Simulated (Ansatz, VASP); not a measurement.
Al3GaN4: VASP beside Ansatz

Contents of INCAR:

```
SYSTEM = Al3GaN4
  PREC = Accurate
  ENCUT = 520
  EDIFF = 1E-6
  ISMEAR = 0
  SIGMA = 0.05
  LREAL = .FALSE.
  LASPH = .TRUE.
  NELM = 60
  ALGO = Normal
  ISIF = 2
  LWAVE = .FALSE.
  LCHARG = .FALSE.
  GGA = CA
  NBANDS = 31
```

File KPOINTS:

```
regular mesh
0
G
  6 8 6
  0 0 0
```

File POSCAR:

```
Al3GaN4
1.0
    5.0376935905      0.0000000000      0.0000000000
    0.0000000000      3.1254377800      0.0000000000
   -0.0033559659      0.0000000000      5.4111720837
Al Ga N
3 1 4
Direct
    0.5000987300      0.5000000000      0.1672803900
    0.0007635700      0.5000000000      0.8349643100
    0.0008865500      0.0000000000      0.3315828000
    0.4997148900      0.0000000000      0.6661637400
    0.1101354300      0.0000000000      0.6662955400
    0.1225865200      0.5000000000      0.1671738600
    0.6259035500      0.5000000000      0.8412775200
    0.6235097600      0.0000000000      0.3252628400
```

Input for Ansatz:

```yaml
crystal:
  lattice:
    - [5.0376935905, 0.0, 0.0]
    - [0.0, 3.12543778, 0.0]
    - [-0.0033559659, 0.0, 5.4111720837]
  atoms:
    - { symbol: Al, position: [0.50009873, 0.5, 0.16728039] }
    - { symbol: Al, position: [0.00076357, 0.5, 0.83496431] }
    - { symbol: Al, position: [0.00088655, 0.0, 0.3315828] }
    - { symbol: Ga, position: [0.49971489, 0.0, 0.66616374] }
    - { symbol: "N", position: [0.11013543, 0.0, 0.66629554] }
    - { symbol: "N", position: [0.12258652, 0.5, 0.16717386] }
    - { symbol: "N", position: [0.62590355, 0.5, 0.84127752] }
    - { symbol: "N", position: [0.62350976, 0.0, 0.32526284] }
basis:
  ecutwfc: 420
  fft_grid_basis: typed
kpoints:
  mp_grid: { grid: [6, 8, 6] }
hamiltonian:
  xc: lda
scf:
  occupations: { method: gaussian, width: 0.05 }
output:
  forces: true
  stress: true
  eigenvalues: true
  bader: true
  write_density: true
  volumetric_format: npy
  elf: true
```

Alike in both runs: task single point; functional LDA; k mesh 6 × 8 × 6; occupations gaussian, width 0.05 eV; no spin polarisation.

|  | VASP | Ansatz |
| --- | --- | --- |
| version | VASP 6.6.1 | Ansatz 0.2.0 |
| potentials or method | VASP PAW LDA potentials, release 64 (Al, Ga_d, N), cutoff 520 eV | scalar-relativistic, plane waves, PAW |
| valence electrons in the cell | 42 | 42 |

```tsv
	VASP	Ansatz	Ansatz less VASP
gap on the k mesh at the Fermi level (eV)	3.60	3.59	-0.010
pressure (GPa)	-3.5	-4.2	-0.70
traceless stress, the component that is largest in VASP (GPa)	0.13	0.15	+0.011
rms of the force components (eV/Å)	0.055	0.064	+0.0088
```

LDA's correlation is that of Perdew and Zunger in VASP and of Perdew and Wang (1992) in Ansatz. Atom by atom the forces differ by 0.009 eV/Å (rms over components).
